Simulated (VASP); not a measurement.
# TaN (Pm-3m) in VASP: a series of runs

Runs on TaN. Level: r2SCAN+U. Tasks: single point.

Everything below comes from runs of VASP 6.6.1. Logs are shortened: lines on timing, memory, paths and dates and some standing lists are left out, and cuts for length are marked.

**1. The cell of the first run**

The structure is cubic, space group Pm-3m (No. 221). The conventional cell has a = 2.732 Å, b = 2.732 Å, c = 2.732 Å, α = 90.00°, β = 90.00°, γ = 90.00°. Within 3.1 Å of Ta (site symmetry m-3m) lie 8 N at 2.37 Å and 6 Ta at 2.73 Å. Within 3.1 Å of N (site symmetry m-3m) lie 8 Ta at 2.37 Å and 6 N at 2.73 Å.

**2. Single point, r2SCAN+U, collinear spin, ferromagnetic start**

POSCAR

```
TaN
1.0
    2.7323076900      0.0000000000      0.0000000000
    0.0000000000      2.7323076900      0.0000000000
    0.0000000000      0.0000000000      2.7323076900
Ta N
1 1
Direct
    0.0000000000      0.0000000000      0.0000000000
    0.5000000000      0.5000000000      0.5000000000
```

INCAR.step1

```
  PREC = Accurate
  ENCUT = 520
  ISMEAR = 0
  SIGMA = 0.05
  LREAL = False
  LASPH = True
  NELM = 150
  ISPIN = 2
  MAGMOM = 2 0
  LMAXMIX = 4
  LDAU = True
  LDAUTYPE = 2
  LDAUL = 2 -1
  LDAUU = 1 0
  LDAUJ = 0 0
  NBANDS = 19
  GGA = PE
  ALGO = Normal
  EDIFF = 1E-4
  LWAVE = True
  LCHARG = False
```

INCAR.step2

```
  PREC = Accurate
  ENCUT = 520
  EDIFF = 1E-6
  ISMEAR = 0
  SIGMA = 0.05
  LREAL = False
  LASPH = True
  NELM = 150
  ALGO = Normal
  ISIF = 2
  LWAVE = False
  LCHARG = False
  ISPIN = 2
  MAGMOM = 2 0
  LORBIT = 11
  LMAXMIX = 4
  LDAU = True
  LDAUTYPE = 2
  LDAUL = 2 -1
  LDAUU = 1 0
  LDAUJ = 0 0
  LDAUPRINT = 1
  METAGGA = R2SCAN
  LMIXTAU = True
  NBANDS = 19
  ISTART = 1
```

KPOINTS

```
regular mesh
0
Gamma
  7 7 7
```

Potentials or basis: VASP PAW PBE potentials, release 64 (Ta_pv, N).

Run with:

```console
> cat potpaw_PBE.64/Ta_pv/POTCAR potpaw_PBE.64/N/POTCAR > POTCAR
> cp INCAR.step1 INCAR
> mpirun -np 1 vasp_std > vasp.out
> cp INCAR.step2 INCAR
> mpirun -np 1 vasp_std > vasp.out
```

OUTCAR:

```text
PREC = Accurate
   ENCUT = 520
   EDIFF = 1E-6
   ISMEAR = 0
   LREAL = False
   LASPH = True
   NELM = 150
   ISIF = 2
   ISPIN = 2
   LORBIT = 11
   METAGGA = R2SCAN
   ISTART = 1

 ion  position               nearest neighbor table
   1  0.000  0.000  0.000-   2 2.37   2 2.37   2 2.37   2 2.37   2 2.37   2 2.37   2 2.37   2 2.37

   2  0.500  0.500  0.500-   1 2.37   1 2.37   1 2.37   1 2.37   1 2.37   1 2.37   1 2.37   1 2.37

  LATTYP: Found a simple cubic cell.
 ALAT       =     2.7323076900

  Lattice vectors:

 A1 = (   2.7323076900,   0.0000000000,   0.0000000000)
 A2 = (   0.0000000000,   2.7323076900,   0.0000000000)
 A3 = (   0.0000000000,   0.0000000000,   2.7323076900)

Analysis of symmetry for initial positions (statically):
=====================================================================
 Subroutine PRICEL returns:
 Original cell was already a primitive cell.

 Routine SETGRP: Setting up the symmetry group for a
 simple cubic supercell.

 Subroutine GETGRP returns: Found 48 space group operations
 (whereof 48 operations were pure point group operations)
 out of a pool of 48 trial point group operations.

The static configuration has the point symmetry O_h .

Analysis of symmetry for dynamics (positions and initial velocities):
=====================================================================
 Subroutine PRICEL returns:
 Original cell was already a primitive cell.

 Routine SETGRP: Setting up the symmetry group for a
 simple cubic supercell.

 Subroutine GETGRP returns: Found 48 space group operations
 (whereof 48 operations were pure point group operations)
 out of a pool of 48 trial point group operations.

The dynamic configuration has the point symmetry O_h .

Analysis of structural, dynamic, and magnetic symmetry:
=====================================================================
 Subroutine PRICEL returns:
 Original cell was already a primitive cell.

 Routine SETGRP: Setting up the symmetry group for a
 simple cubic supercell.

 Subroutine GETGRP returns: Found 48 space group operations
 (whereof 48 operations were pure point group operations)
 out of a pool of 48 trial point group operations.

The overall configuration has the point symmetry O_h .

 Subroutine INISYM returns: Found 48 space group operations
 (whereof 48 operations are pure point group operations),
 and found     1 'primitive' translations

----------------------------------------------------------------------------------------

                                     Primitive cell

  volume of cell :      20.3981

  direct lattice vectors                    reciprocal lattice vectors
     2.732307690  0.000000000  0.000000000     0.365990991  0.000000000  0.000000000
     0.000000000  2.732307690  0.000000000     0.000000000  0.365990991  0.000000000
     0.000000000  0.000000000  2.732307690     0.000000000  0.000000000  0.365990991

  length of vectors
     2.732307690  2.732307690  2.732307690     0.365990991  0.365990991  0.365990991

  position of ions in fractional coordinates (direct lattice)
     0.000000000  0.000000000  0.000000000
     0.500000000  0.500000000  0.500000000

  ion indices of the primitive-cell ions
   primitive index   ion index
                 1           1
                 2           2

----------------------------------------------------------------------------------------

 KPOINTS: regular mesh

Automatic generation of k-mesh.
 Grid dimensions read from file:
 generate k-points for:    7    7    7

 Generating k-lattice:
[... 66 lines left out ...]
   TEBEG  =    0.0;   TEEND  =   0.0 temperature during run
   PSTRESS=    0.0 pullay stress
   NELECT =      16.0000    total number of electrons
   NUPDOWN=      -1.0000    fix difference up-down
   EMIN   =  10.00;   EMAX   =-10.00  energy-range for DOS
   EFERMI =   0.00;   METHOD = LEGACY
   ISMEAR =     0;   SIGMA  =   0.05  broadening in eV -4-tet -1-fermi 0-gaus
   EFERMI_NEDOS =   21; number of points for ismear=-14 and -15
   IALGO  =     38    algorithm
   IMIX   =      4    mixing-type and parameters
     AMIX     =   0.40;   BMIX     =  1.00
     AMIX_MAG =   1.60;   BMIX_MAG =  1.00
  volume/ion in A,a.u.               =      10.20        68.83
  Fermi-wavevector in a.u.,A,eV,Ry     =   1.509797  2.853103 31.014303  2.279487
  Thomas-Fermi vector in A             =   2.620072
   LORBIT       =     11    0 simple, 1 ext, 2 COOP (PROOUT), +10 PAW based schemes
 LDA+U is selected, type is set to LDAUTYPE =  2
   angular momentum for each species LDAUL =     2   -1
   U (eV)           for each species LDAUU =   1.0  0.0
   J (eV)           for each species LDAUJ =   0.0  0.0
   METAGGA = R2SCAN    functional components
   LHFCALC =     F    Hartree Fock is set to
   AEXX    =    0.0000 exact exchange contribution
   IVDW    =     0    specifies the selected vdW correction
   LEPSILON=     F    determine dielectric tensor
[... 27 lines left out ...]

 occupancies and eigenvectors

  o =  0.1553  v =  0.0000  0.0000  0.0000  0.0000  0.0000  0.0000  0.9404  0.0000 -0.3402 -0.0000      0.0000  0.0000  0.0000  0.0000  0.0000  0.0000  0.0000  0.0000  0.0000  0.0000
  o =  0.1553  v =  0.0000  0.0000  0.0000  0.0000  0.0000  0.0000 -0.3402 -0.0000 -0.9404  0.0000      0.0000  0.0000  0.0000  0.0000  0.0000  0.0000  0.0000  0.0000  0.0000  0.0000
  o =  0.1553  v =  0.0000  0.0000  0.0000  0.0000  0.0000  1.0000  0.0000  0.0000  0.0000  0.0000      0.0000  0.0000  0.0000  0.0000  0.0000  0.0000  0.0000  0.0000  0.0000  0.0000
  o =  0.1604  v =  0.0000 -0.9601  0.0000  0.2795 -0.0000  0.0000  0.0000  0.0000  0.0000  0.0000      0.0000  0.0000  0.0000  0.0000  0.0000  0.0000  0.0000  0.0000  0.0000  0.0000
  o =  0.1604  v =  1.0000  0.0000  0.0000  0.0000  0.0000  0.0000  0.0000  0.0000  0.0000  0.0000      0.0000  0.0000  0.0000  0.0000  0.0000  0.0000  0.0000  0.0000  0.0000  0.0000
  o =  0.1604  v =  0.0000 -0.2795  0.0000 -0.9601  0.0000  0.0000  0.0000  0.0000  0.0000  0.0000      0.0000  0.0000  0.0000  0.0000  0.0000  0.0000  0.0000  0.0000  0.0000  0.0000
  o =  0.3736  v =  0.0000  0.0000  0.0000  0.0000  0.0000  0.0000 -0.0000 -0.9996  0.0000 -0.0279      0.0000  0.0000  0.0000  0.0000  0.0000  0.0000  0.0000  0.0000  0.0000  0.0000
  o =  0.3736  v =  0.0000  0.0000  0.0000  0.0000  0.0000  0.0000 -0.0000  0.0279 -0.0000 -0.9996      0.0000  0.0000  0.0000  0.0000  0.0000  0.0000  0.0000  0.0000  0.0000  0.0000
  o =  0.4385  v =  0.0000 -0.0000  0.0242  0.0000  0.9997  0.0000  0.0000  0.0000  0.0000  0.0000      0.0000  0.0000  0.0000  0.0000  0.0000  0.0000  0.0000  0.0000  0.0000  0.0000
  o =  0.4385  v =  0.0000 -0.0000  0.9997  0.0000 -0.0242  0.0000  0.0000  0.0000  0.0000  0.0000      0.0000  0.0000  0.0000  0.0000  0.0000  0.0000  0.0000  0.0000  0.0000  0.0000

 number of electron      16.0000010 magnetization       0.1929565

 Free energy of the ion-electron system (eV)
  ---------------------------------------------------
  ext. energy  EPLUGINS =         0.00000000
  ---------------------------------------------------
  free energy    TOTEN  =       -57.75331970 eV

  energy without entropy =      -57.75300856  energy(sigma->0) =      -57.75316413

 E-fermi :   9.8899     XC(G=0): -14.7640

 val. band max:        9.8785496191   @ k =   0.2857   0.0000   0.0000
 cond. band min:       9.9803172718   @ k =   0.2857   0.1429   0.1429
 fundamental gap:      0.1017676527
 Fermi energy:         9.8899002704

 spin component 1

 k-point     1 :       0.0000    0.0000    0.0000
  band No.  band energies     occupation
      1     -27.1428      1.00000
      2     -27.1427      1.00000
      3     -27.1427      1.00000
      4      -9.9426      1.00000
      5       4.1361      1.00000
      6       4.1364      1.00000
[... 416 lines left out ...]
      5       0.4211      1.00000
      6       0.4212      1.00000
[... 11 lines left out ...]
     18      35.5327      0.00000
     19      35.5327      0.00000
 Fermi energy:         9.8899002704

 spin component 2

 k-point     1 :       0.0000    0.0000    0.0000
  band No.  band energies     occupation
      1     -27.0392      1.00000
      2     -27.0392      1.00000
      3     -27.0392      1.00000
      4      -9.9175      1.00000
      5       4.5002      1.00000
      6       4.5005      1.00000
[... 417 lines left out ...]
      6       0.4473      1.00000
[... 11 lines left out ...]
     18      35.5436      0.00000
     19      35.5436      0.00000

------------------------ aborting loop because EDIFF is reached ----------------------------------------

  FORCE on cell =-STRESS in cart. coord.  units (eV):
  Direction    XX          YY          ZZ          XY          YZ          ZX
  --------------------------------------------------------------------------------------
  -------------------------------------------------------------------------------------
  Total        0.8397400      0.8397400      0.8397400      0.0000000     -0.0000000      0.0000000
  in kB       65.9578664     65.9578664     65.9578664      0.0000000     -0.0000000      0.0000000
  external PRESSURE =      65.9578664 kB  Pullay stress =       0.0000000 kB

 VOLUME and BASIS-vectors are now :
 -----------------------------------------------------------------------------
  energy-cutoff  :      520.00
  volume of cell :       20.40
      direct lattice vectors                 reciprocal lattice vectors
     2.732307690  0.000000000  0.000000000     0.365990991  0.000000000  0.000000000
     0.000000000  2.732307690  0.000000000     0.000000000  0.365990991  0.000000000
     0.000000000  0.000000000  2.732307690     0.000000000  0.000000000  0.365990991

 POSITION                                       TOTAL-FORCE (eV/Angst)
 -----------------------------------------------------------------------------------
      0.00000      0.00000      0.00000         0.000000      0.000000      0.000000
      1.36615      1.36615      1.36615         0.000000      0.000000      0.000000
 -----------------------------------------------------------------------------------
    total drift:                                0.000000      0.000000      0.000000

  FREE ENERGIE OF THE ION-ELECTRON SYSTEM (eV)
  ---------------------------------------------------
  free  energy   TOTEN  =       -57.7533196961 eV

  energy  without entropy=      -57.7530085575  energy(sigma->0) =      -57.75316413

 total charge

# of ion       s       p       d       tot
------------------------------------------
    1        0.302   6.201   2.520   9.023
    2        1.240   2.497   0.000   3.737
--------------------------------------------------
tot          1.542   8.699   2.520  12.761

 magnetization (x)

# of ion       s       p       d       tot
------------------------------------------
    1        0.000   0.012   0.144   0.156
    2        0.000   0.004   0.000   0.004
--------------------------------------------------
tot          0.000   0.016   0.144   0.159
```

Run time: 36 s. Hardware: 1 thread of Intel Xeon 6975P-C, shared host; peak memory 0.15 GiB.

Results:

```
Free energy                                           : -57.7533 eV
Pressure                                              : 6.6 GPa
Net moment                                            : 0.19 μB per cell
Site moments                                          : Ta +0.16; N +0.00 μB
Valence electrons inside the program's atomic spheres : Ta 9.02; N 3.74
```

Levels at points of the mesh, in eV from the Fermi level:
Spin up:
| k point | band 4 | band 5 | band 6 | band 7 | band 8 | band 9 | band 10 | band 11 | band 12 | band 13 |
| --- | --- | --- | --- | --- | --- | --- | --- | --- | --- | --- |
| (0.00, 0.00, 0.00) | -19.83 | -5.75 | -5.75 | -3.25 | -3.25 | -3.25 | 2.31 | 4.04 | 4.04 | 4.04 |
Spin down:
```
           k point  band 5  band 6  band 7  band 8  band 9  band 10  band 11  band 12
(0.00, 0.00, 0.00)   -5.39   -5.39   -3.24   -3.24   -3.24     2.50     4.11     4.11
```

Eigenvalues of the final occupation matrices:
```tsv
site	spin	trace	eigenvalues
site 1 d	1	1.36	0.16 0.16 0.16 0.44 0.44
site 1 d	2	1.21	0.16 0.16 0.16 0.37 0.37
```

Caveat: the PAW data sets were made with another functional, which shifts forces and pressure a little; spin-orbit coupling is left out, which moves the levels of the heavy elements. The state reached can hang on the start; a lower one may exist.

**3. Single point, r2SCAN+U, collinear spin, ferromagnetic start**

POSCAR is that of step 2.

INCAR.step1

```
SYSTEM = TaN
PREC     = Accurate       ! precision mode
ENCUT    = 660            ! plane-wave cutoff, eV
ISMEAR   = 0              ! smearing method
SIGMA    = 0.05           ! smearing width, eV
LREAL    = .FALSE.        ! projectors in reciprocal space
LASPH    = .TRUE.         ! aspherical terms in the spheres
NELM     = 200            ! most SCF steps
ISPIN    = 2              ! spin polarisation
MAGMOM   = 2 0            ! initial moments
LMAXMIX  = 4              ! l up to which the mixer works
LDAU     = .TRUE.         ! DFT+U
LDAUTYPE = 2            
LDAUL    = 2 -1           ! shell
LDAUU    = 1 0            ! U, eV
LDAUJ    = 0 0          
NBANDS   = 19             ! bands
GGA      = PE             ! functional
ALGO     = Normal         ! electronic algorithm
EDIFF    = 1E-5           ! SCF threshold, eV
LWAVE    = .TRUE.         ! write WAVECAR
LCHARG   = .FALSE.        ! write CHGCAR
GGA_COMPAT= .FALSE.
```

INCAR.step2

```
SYSTEM = TaN
PREC     = Accurate       ! precision mode
ENCUT    = 660            ! plane-wave cutoff, eV
EDIFF    = 1E-6           ! SCF threshold, eV
ISMEAR   = 0              ! smearing method
SIGMA    = 0.05           ! smearing width, eV
LREAL    = .FALSE.        ! projectors in reciprocal space
LASPH    = .TRUE.         ! aspherical terms in the spheres
NELM     = 200            ! most SCF steps
ALGO     = Normal         ! electronic algorithm
ISIF     = 2              ! what is computed and relaxed
LWAVE    = .FALSE.        ! write WAVECAR
LCHARG   = .TRUE.         ! write CHGCAR
ISPIN    = 2              ! spin polarisation
MAGMOM   = 2 0            ! initial moments
LORBIT   = 11             ! projections on sites
LMAXMIX  = 4              ! l up to which the mixer works
LDAU     = .TRUE.         ! DFT+U
LDAUTYPE = 2            
LDAUL    = 2 -1           ! shell
LDAUU    = 1 0            ! U, eV
LDAUJ    = 0 0          
LDAUPRINT= 1            
METAGGA  = R2SCAN         ! meta-GGA
LMIXTAU  = .TRUE.       
LELF     = .TRUE.         ! ELF
LVHAR    = .TRUE.       
NBANDS   = 19             ! bands
ISTART   = 1            
GGA_COMPAT= .FALSE.
```

KPOINTS

```
regular mesh
0
G
  7 7 7
  0 0 0
```

Potentials or basis: VASP PAW PBE potentials, release 64 (Ta_pv, N).

Run with:

```console
> cat potpaw_PBE.64/Ta_pv/POTCAR potpaw_PBE.64/N/POTCAR > POTCAR
> cp INCAR.step1 INCAR
> mpirun -np 1 vasp_std > vasp.out
> cp INCAR.step2 INCAR
> mpirun -np 1 vasp_std > vasp.out
```

Wall time 28 s (1 thread of Intel Xeon Platinum 8488C (Sapphire Rapids), shared host); peak memory 0.17 GiB.

It converged, with:

* Free energy: -57.7543 eV
* Pressure: 6.6 GPa
* Net moment: 0.19 μB per cell
* Site moments: Ta +0.16; N +0.00 μB
* Valence electrons inside the program's atomic spheres: Ta 9.02; N 3.73

Levels at points of the mesh, in eV from the Fermi level:
Spin up:
```
           k point  band 6  band 7  band 8  band 9  band 10  band 11
(0.00, 0.00, 0.00)   -5.75   -3.25   -3.25   -3.25     2.31     4.04
```
Spin down:
```
           k point  band 5  band 6  band 7  band 8  band 9  band 10  band 11  band 12
(0.00, 0.00, 0.00)   -5.39   -5.39   -3.24   -3.24   -3.24     2.50     4.11     4.11
```

Eigenvalues of the final occupation matrices:
```csv
site,spin,trace,eigenvalues
site 1 d,1,1.36,0.16 0.16 0.16 0.44 0.44
site 1 d,2,1.21,0.16 0.16 0.16 0.37 0.37
```

Caveat: the PAW data sets were made with another functional, which shifts forces and pressure a little; spin-orbit coupling is left out, which moves the levels of the heavy elements. The state reached can hang on the start; a lower one may exist.

**4. Single point, r2SCAN+U, collinear spin, ferromagnetic start**

POSCAR is that of step 3.

INCAR.step1

```
SYSTEM = TaN
PREC     = Accurate       ! precision mode
ENCUT    = 660            ! plane-wave cutoff, eV
ISMEAR   = 0              ! smearing method
SIGMA    = 0.05           ! smearing width, eV
LREAL    = .False.        ! projectors in reciprocal space
LASPH    = .True.         ! aspherical terms in the spheres
NELM     = 200            ! most SCF steps
ISPIN    = 2              ! spin polarisation
MAGMOM   = -0.12 -0.01    ! initial moments
LMAXMIX  = 4              ! l up to which the mixer works
LDAU     = .True.         ! DFT+U
LDAUTYPE = 2            
LDAUL    = 2 -1           ! shell
LDAUU    = 1 0            ! U, eV
LDAUJ    = 0 0          
NBANDS   = 19             ! bands
GGA      = PE             ! functional
ALGO     = Normal         ! electronic algorithm
EDIFF    = 1E-5           ! SCF threshold, eV
LWAVE    = .True.         ! write WAVECAR
LCHARG   = .False.        ! write CHGCAR
GGA_COMPAT= .False.
```

INCAR.step2

```
SYSTEM = TaN
PREC     = Accurate       ! precision mode
ENCUT    = 660            ! plane-wave cutoff, eV
EDIFF    = 1E-6           ! SCF threshold, eV
ISMEAR   = 0              ! smearing method
SIGMA    = 0.05           ! smearing width, eV
LREAL    = .False.        ! projectors in reciprocal space
LASPH    = .True.         ! aspherical terms in the spheres
NELM     = 200            ! most SCF steps
ALGO     = Normal         ! electronic algorithm
ISIF     = 2              ! what is computed and relaxed
LWAVE    = .False.        ! write WAVECAR
LCHARG   = .False.        ! write CHGCAR
ISPIN    = 2              ! spin polarisation
MAGMOM   = -0.12 -0.01    ! initial moments
LORBIT   = 11             ! projections on sites
LMAXMIX  = 4              ! l up to which the mixer works
LDAU     = .True.         ! DFT+U
LDAUTYPE = 2            
LDAUL    = 2 -1           ! shell
LDAUU    = 1 0            ! U, eV
LDAUJ    = 0 0          
LDAUPRINT= 1            
METAGGA  = R2SCAN         ! meta-GGA
LMIXTAU  = .True.       
NBANDS   = 19             ! bands
ISTART   = 1            
GGA_COMPAT= .False.
```

KPOINTS

```
Automatic mesh
0
Gamma
  7 7 7
  0 0 0
```

Run with:

```console
> cat potpaw_PBE.64/Ta_pv/POTCAR potpaw_PBE.64/N/POTCAR > POTCAR
> cp INCAR.step1 INCAR
> mpirun -np 1 vasp_std > vasp.out
> cp INCAR.step2 INCAR
> mpirun -np 1 vasp_std > vasp.out
```

Run time: 26 s. Hardware: 1 thread of Intel Xeon Platinum 8488C (Sapphire Rapids), shared host; peak memory 0.16 GiB.

Results (log left out):

```
Free energy                                           : -57.7543 eV
Pressure                                              : 6.6 GPa
Net moment                                            : -0.19 μB per cell
Site moments                                          : Ta -0.16; N -0.00 μB
Valence electrons inside the program's atomic spheres : Ta 9.02; N 3.73
```

Levels at points of the mesh, in eV from the Fermi level:
Spin up:
```csv
k point,band 4,band 5,band 6,band 7,band 8,band 9,band 10,band 11,band 12,band 13
"(0.00, 0.00, 0.00)",-19.81,-5.39,-5.39,-3.24,-3.24,-3.24,2.50,4.11,4.11,4.11
```
Spin down:
```tsv
k point	band 6	band 7	band 8	band 9	band 10	band 11
(0.00, 0.00, 0.00)	-5.75	-3.25	-3.25	-3.25	2.31	4.04
```

Eigenvalues of the final occupation matrices:
| site | spin | trace | eigenvalues |
| --- | --- | --- | --- |
| site 1 d | 1 | 1.21 | 0.16 0.16 0.16 0.37 0.37 |
| site 1 d | 2 | 1.36 | 0.16 0.16 0.16 0.44 0.44 |

Caveat: the PAW data sets were made with another functional, which shifts forces and pressure a little; spin-orbit coupling is left out, which moves the levels of the heavy elements. The state reached can hang on the start; a lower one may exist.
